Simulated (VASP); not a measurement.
# AlSn (P-6m2) in VASP: further runs

AlSn is run at these levels: PBE0, RPBE+D4; tasks: single point.

Everything below comes from runs of VASP 6.6.1. Logs are shortened: lines on timing, memory, paths and dates and some standing lists are left out, and cuts for length are marked.

## 1. The cell of the first run

Symmetry: P-6m2, No. 187, hexagonal system. Conventional cell: a = 4.226 Å, b = 4.226 Å, c = 3.329 Å, α = 90.00°, β = 90.00°, γ = 120.00°. Sn (site symmetry -6m2) has 6 Al at 2.95 Å and 2 Sn at 3.33 Å within 3.9 Å. Al (site symmetry -6m2) has 6 Sn at 2.95 Å and 2 Al at 3.33 Å within 3.9 Å.

## 2. Single point, PBE0

POSCAR reads:

```
AlSn
1.0
    4.2259084499      0.0000000000      0.0000000000
   -2.1129542249      3.6597440716      0.0000000000
    0.0000000000      0.0000000000      3.3287472872
Sn Al
1 1
Direct
    0.3333333333      0.6666666667      0.5000000000
    0.0000000000      0.0000000000      0.0000000000
```

INCAR.step1 reads:

```
SYSTEM = AlSn
PREC = Accurate
ENCUT = 520
EDIFF = 1E-5
ISMEAR = -1
SIGMA = 0.05
LREAL = .FALSE.
LASPH = .TRUE.
NELM = 80
ALGO = Normal
ISIF = 2
LWAVE = .TRUE.
LCHARG = .FALSE.
GGA = PE
NBANDS = 16
```

INCAR.step2 reads:

```
SYSTEM = AlSn
PREC = Accurate
ENCUT = 520
EDIFF = 1E-6
ISMEAR = -1
SIGMA = 0.05
LREAL = .FALSE.
LASPH = .TRUE.
NELM = 80
ALGO = Normal
ISIF = 2
LWAVE = .FALSE.
LCHARG = .FALSE.
GGA = PE
LHFCALC = .TRUE.
AEXX = 0.25
PRECFOCK = Normal
ISTART = 1
NBANDS = 16
```

KPOINTS reads:

```
regular mesh
0
G
  4 4 6
  0 0 0
```

Potentials or basis: VASP PAW PBE potentials, release 64 (Sn_d, Al).

Started as:

```bash
> cat potpaw_PBE.64/Sn_d/POTCAR potpaw_PBE.64/Al/POTCAR > POTCAR
> cp INCAR.step1 INCAR
> mpirun -np 1 vasp_std > vasp.out
> cp INCAR.step2 INCAR
> mpirun -np 1 vasp_std > vasp.out
```

OUTCAR:

```text
SYSTEM = AlSn
   PREC = Accurate
   ENCUT = 520
   EDIFF = 1E-6
   ISMEAR = -1
   LREAL = .FALSE.
   LASPH = .TRUE.
   NELM = 80
   ISIF = 2
   GGA = PE
   LHFCALC = .TRUE.
   AEXX = 0.25
   PRECFOCK = Normal
   ISTART = 1

 ion  position               nearest neighbor table
   1  0.333  0.667  0.500-   2 2.95   2 2.95   2 2.95   2 2.95   2 2.95   2 2.95
   2  0.000  0.000  0.000-   1 2.95   1 2.95   1 2.95   1 2.95   1 2.95   1 2.95

  LATTYP: Found a hexagonal cell.
 ALAT       =     4.2259084499
 C/A-ratio  =     0.7876998110

  Lattice vectors:

 A1 = (   4.2259084499,   0.0000000000,   0.0000000000)
 A2 = (  -2.1129542249,   3.6597440716,   0.0000000000)
 A3 = (   0.0000000000,   0.0000000000,   3.3287472872)

Analysis of symmetry for initial positions (statically):
=====================================================================
 Subroutine PRICEL returns:
 Original cell was already a primitive cell.

 Routine SETGRP: Setting up the symmetry group for a
 hexagonal supercell.

 Subroutine GETGRP returns: Found 12 space group operations
 (whereof 12 operations were pure point group operations)
 out of a pool of 24 trial point group operations.

The static configuration has the point symmetry D_3h.

Analysis of symmetry for dynamics (positions and initial velocities):
=====================================================================
 Subroutine PRICEL returns:
 Original cell was already a primitive cell.

 Routine SETGRP: Setting up the symmetry group for a
 hexagonal supercell.

 Subroutine GETGRP returns: Found 12 space group operations
 (whereof 12 operations were pure point group operations)
 out of a pool of 24 trial point group operations.

The dynamic configuration has the point symmetry D_3h.

 Subroutine INISYM returns: Found 12 space group operations
 (whereof 12 operations are pure point group operations),
 and found     1 'primitive' translations

----------------------------------------------------------------------------------------

                                     Primitive cell

  volume of cell :      51.4816

  direct lattice vectors                    reciprocal lattice vectors
     4.225908450  0.000000000  0.000000000     0.236635510  0.136621575  0.000000000
    -2.112954225  3.659744072  0.000000000     0.000000000  0.273243150  0.000000000
     0.000000000  0.000000000  3.328747287     0.000000000  0.000000000  0.300413313

  length of vectors
     4.225908450  4.225908450  3.328747287     0.273243150  0.273243150  0.300413313

  position of ions in fractional coordinates (direct lattice)
     0.333333333  0.666666667  0.500000000
     0.000000000  0.000000000  0.000000000

  ion indices of the primitive-cell ions
   primitive index   ion index
                 1           1
                 2           2

----------------------------------------------------------------------------------------

 KPOINTS: regular mesh

Automatic generation of k-mesh.
 Grid dimensions read from file:
 generate k-points for:    4    4    6

 Generating k-lattice:

  Cartesian coordinates                     Fractional coordinates (reciprocal lattice)
     0.059158877  0.034155394  0.000000000     0.250000000  0.000000000  0.000000000
     0.000000000  0.068310788  0.000000000     0.000000000  0.250000000  0.000000000
     0.000000000  0.000000000  0.050068885     0.000000000  0.000000000  0.166666667

  Length of vectors
     0.068310788  0.068310788  0.050068885

  Shift w.r.t. Gamma in fractional coordinates (k-lattice)
     0.000000000  0.000000000  0.000000000

 Subroutine IBZKPT returns following result:
 ===========================================

 Found     16 irreducible k-points:

 Following reciprocal coordinates:
            Coordinates               Weight
  0.000000  0.000000  0.000000      1.000000
  0.250000 -0.000000  0.000000      6.000000
  0.500000 -0.000000  0.000000      3.000000
  0.250000  0.250000  0.000000      6.000000
  0.000000  0.000000  0.166667      2.000000
  0.250000 -0.000000  0.166667     12.000000
[... 8 lines left out ...]
  0.500000 -0.000000  0.500000      3.000000
  0.250000  0.250000  0.500000      6.000000
   k-points           NKPTS =     16   k-points in BZ     NKDIM =     96   number of bands    NBANDS=     16
   number of dos      NEDOS =    301   number of ions     NIONS =      2
   total plane-waves  NPLWV =  28672
   dimension x,y,z NGX =    32 NGY =   32 NGZ =   28
   dimension x,y,z NGXF=    64 NGYF=   64 NGZF=   56
   ions per type =               1   1
   NGX,Y,Z   is equivalent  to a cutoff of  12.59, 12.59, 13.98 a.u.
   NGXF,Y,Z  is equivalent  to a cutoff of  25.18, 25.18, 27.97 a.u.
 SYSTEM =  AlSn
   PREC   = accura    normal or accurate (medium, high low for compatibility)
   ISTART =      1    job   : 0-new  1-cont  2-samecut
   ICHARG =      0    charge: 1-file 2-atom 10-const
   ISPIN  =      1    spin polarized calculation?
   LNONCOLLINEAR =      F non collinear calculations
   LSORBIT =      F    spin-orbit coupling
   LASPH  =      T    aspherical Exc in radial PAW
   ENCUT  =  520.0 eV  38.22 Ry    6.18 a.u.   7.86  7.86  6.19*2*pi/ulx,y,z
   NELM   =     80;   NELMIN=  2; NELMDL=  0     # of ELM steps
   EDIFF  = 0.1E-05   stopping-criterion for ELM
   LREAL  =      F    real-space projection
   EDIFFG = 0.1E-04   stopping-criterion for IOM
   NSW    =      0    number of steps for IOM
   IBRION =     -1    ionic relax: 0-MD 1-quasi-New 2-CG
   NFREE  =      0    steps in history (QN), initial steepest desc. (CG)
   ISIF   =      2    stress and relaxation
   ISYM   =      3    0-nonsym 1-usesym 2-fastsym
   POTIM  = 0.5000    time-step for ionic-motion
   TEBEG  =    0.0;   TEEND  =   0.0 temperature during run
   PSTRESS=    0.0 pullay stress
   NELECT =      17.0000    total number of electrons
   NUPDOWN=      -1.0000    fix difference up-down
   EMIN   =  10.00;   EMAX   =-10.00  energy-range for DOS
   EFERMI =   0.00;   METHOD = LEGACY
   ISMEAR =    -1;   SIGMA  =   0.05  broadening in eV -4-tet -1-fermi 0-gaus
   EFERMI_NEDOS =   21; number of points for ismear=-14 and -15
   IALGO  =     38    algorithm
   IMIX   =      1    mixing-type and parameters
     AMIX     =   0.40;   BMIX     =  1.00
     AMIX_MAG =   1.60;   BMIX_MAG =  1.00
  volume/ion in A,a.u.               =      25.74       173.71
  Fermi-wavevector in a.u.,A,eV,Ry     =   1.131550  2.138320 17.420988  1.280406
  Thomas-Fermi vector in A             =   2.268250
   LORBIT       =      0    0 simple, 1 ext, 2 COOP (PROOUT), +10 PAW based schemes
   GGA     = PE    functional components
   LHFCALC =     T    Hartree Fock is set to
   PRECFOCK=normal    Normal, Fast or Accurate (Low or Medium for compatibility)
   ENCUT4O =  -1.0   cutoff for four orbital integrals eV
   NKREDX  =     1    reduce k-point grid by
   NKREDY  =     1    reduce k-point grid by
   NKREDZ  =     1    reduce k-point grid by
   AEXX    =    0.2500 exact exchange contribution
   HFSCREEN=    0.0000 screening length (either q_TF or 0.3 A-1)
   HFSCREENC=   0.0000 screening length for correlation (either q_TF or 0.3 A-1)
   ENCUTFOCK=  -1.0 apply spherical cutoff to Coloumb kernel
   IVDW    =     0    specifies the selected vdW correction
   LEPSILON=     F    determine dielectric tensor
   LRPA    =     F    only Hartree local field effects (RPA)
 non-spin polarized calculation
  energy-cutoff  :      520.00
  volume of cell :       51.48
 maximum number of plane-waves:      1416
 NGX is ok and might be reduce to    32
  NGX = 24; NGY = 24; NGZ = 20

 number of electron      17.0000001 magnetization

 Free energy of the ion-electron system (eV)
  ---------------------------------------------------
  ext. energy  EPLUGINS =         0.00000000
  ---------------------------------------------------
  free energy    TOTEN  =        -8.74940835 eV

  energy without entropy =       -8.74462538  energy(sigma->0) =       -8.74701687

 E-fermi :   6.3918     XC(G=0):  -7.5107

 val. band max:        5.9682669156   @ k =   0.2500  -0.0000   0.1667
 cond. band min:       6.4357551219   @ k =   0.2500  -0.0000   0.5000
 fundamental gap:      0.4674882062
 Fermi energy:         6.3917927722

 k-point     1 :       0.0000    0.0000    0.0000
  band No.  band energies     occupation
      1     -17.9123      2.00000
      2     -17.7800      2.00000
      3     -17.7800      2.00000
      4     -17.7781      2.00000
      5     -17.7781      2.00000
      6      -5.9554      2.00000
[... 8 lines left out ...]
     15      18.9652      0.00000
     16      20.2805      0.00000

 k-point     2 :       0.2500   -0.0000    0.0000
  band No.  band energies     occupation
      1     -17.9083      2.00000
      2     -17.7837      2.00000
      3     -17.7812      2.00000
      4     -17.7791      2.00000
      5     -17.7685      2.00000
      6      -5.2481      2.00000
[... 8 lines left out ...]
     15      16.4731      0.00000
     16      18.6520      0.00000

 k-point     3 :       0.5000   -0.0000    0.0000
  band No.  band energies     occupation
      1     -17.9044      2.00000
      2     -17.7873      2.00000
      3     -17.7822      2.00000
      4     -17.7801      2.00000
      5     -17.7588      2.00000
      6      -3.8882      2.00000
[... 8 lines left out ...]
     15      17.3148      0.00000
     16      17.8238      0.00000

 k-point     4 :       0.2500    0.2500    0.0000
  band No.  band energies     occupation
      1     -17.9041      2.00000
      2     -17.7860      2.00000
      3     -17.7834      2.00000
      4     -17.7756      2.00000
      5     -17.7636      2.00000
      6      -4.0116      2.00000
[... 8 lines left out ...]
     15      16.6290      0.00000
     16      17.3330      0.00000

 k-point     5 :       0.0000    0.0000    0.1667
  band No.  band energies     occupation
      1     -17.8695      2.00000
      2     -17.7966      2.00000
      3     -17.7966      2.00000
      4     -17.7758      2.00000
      5     -17.7758      2.00000
      6      -5.5262      2.00000
[... 8 lines left out ...]
     15      16.9303      0.00000
     16      16.9411      0.00000

 k-point     6 :       0.2500   -0.0000    0.1667
  band No.  band energies     occupation
      1     -17.8653      2.00000
      2     -17.8010      2.00000
      3     -17.7976      2.00000
      4     -17.7766      2.00000
      5     -17.7663      2.00000
      6      -4.8179      2.00000
[... 8 lines left out ...]
     15      16.6198      0.00000
     16      17.2564      0.00000
[... 115 lines left out ...]
 k-point    13 :       0.0000    0.0000    0.5000
  band No.  band energies     occupation
      1     -17.8445      2.00000
      2     -17.8445      2.00000
      3     -17.7690      2.00000
      4     -17.7690      2.00000
      5     -17.7405      2.00000
      6      -2.5692      2.00000
[... 8 lines left out ...]
     15      13.9160      0.00000
     16      14.2430      0.00000

 k-point    14 :       0.2500   -0.0000    0.5000
  band No.  band energies     occupation
      1     -17.8515      2.00000
      2     -17.8462      2.00000
      3     -17.7704      2.00000
      4     -17.7602      2.00000
      5     -17.7347      2.00000
      6      -1.8783      2.00000
[... 8 lines left out ...]
     15      16.0327      0.00000
     16      16.1887      0.00000

 k-point    15 :       0.5000   -0.0000    0.5000
  band No.  band energies     occupation
      1     -17.8584      2.00000
      2     -17.8480      2.00000
      3     -17.7723      2.00000
      4     -17.7514      2.00000
      5     -17.7285      2.00000
      6      -0.5978      2.00000
[... 8 lines left out ...]
     15      19.6604      0.00000
     16      20.2921      0.00000

 k-point    16 :       0.2500    0.2500    0.5000
  band No.  band energies     occupation
      1     -17.8560      2.00000
      2     -17.8504      2.00000
      3     -17.7662      2.00000
      4     -17.7566      2.00000
      5     -17.7294      2.00000
      6      -0.7002      2.00000
[... 8 lines left out ...]
     15      15.7239      0.00000
     16      20.3067      0.00000

------------------------ aborting loop because EDIFF is reached ----------------------------------------

  FORCE on cell =-STRESS in cart. coord.  units (eV):
  Direction    XX          YY          ZZ          XY          YZ          ZX
  --------------------------------------------------------------------------------------
  -------------------------------------------------------------------------------------
  Total       -1.4961548     -1.4961548      0.8953246     -0.0000000     -0.0000000      0.0000000
  in kB      -46.5624148    -46.5624148     27.8637436     -0.0000000     -0.0000000      0.0000000
  external PRESSURE =     -21.7536953 kB  Pullay stress =       0.0000000 kB

 VOLUME and BASIS-vectors are now :
 -----------------------------------------------------------------------------
  energy-cutoff  :      520.00
  volume of cell :       51.48
      direct lattice vectors                 reciprocal lattice vectors
     4.225908450  0.000000000  0.000000000     0.236635510  0.136621575  0.000000000
    -2.112954225  3.659744072  0.000000000     0.000000000  0.273243150  0.000000000
     0.000000000  0.000000000  3.328747287     0.000000000  0.000000000  0.300413313

 POSITION                                       TOTAL-FORCE (eV/Angst)
 -----------------------------------------------------------------------------------
     -0.00000      2.43983      1.66437         0.000000      0.000000      0.000000
      0.00000      0.00000      0.00000        -0.000000      0.000000      0.000000
 -----------------------------------------------------------------------------------
    total drift:                                0.000006     -0.000011      0.000001

  FREE ENERGIE OF THE ION-ELECTRON SYSTEM (eV)
  ---------------------------------------------------
  free  energy   TOTEN  =        -8.7494083536 eV

  energy  without entropy=       -8.7446253781  energy(sigma->0) =       -8.74701687
```

Wall time 12 min (1 thread of Intel Xeon 6975P-C (Granite Rapids), shared host); peak memory 0.19 GiB.

What came out:

* Free energy: -8.7494 eV
* Pressure: -2.2 GPa
* Band gap on the k mesh: zero (an odd number of electrons rules out a gap without spin polarisation)

Stress tensor (GPa, compression positive):
```
-4.66  0.00  0.00
 0.00 -4.66  0.00
 0.00  0.00  2.79
```

Caveat: the k points lie up to 0.43 Å⁻¹ apart, too coarse for converged energies and pressures of a metal; the PAW data sets were made with another functional, which shifts forces and pressure a little; spin-orbit coupling is left out, which moves the levels of the heavy elements.

(Continued in part 2 of 3.)
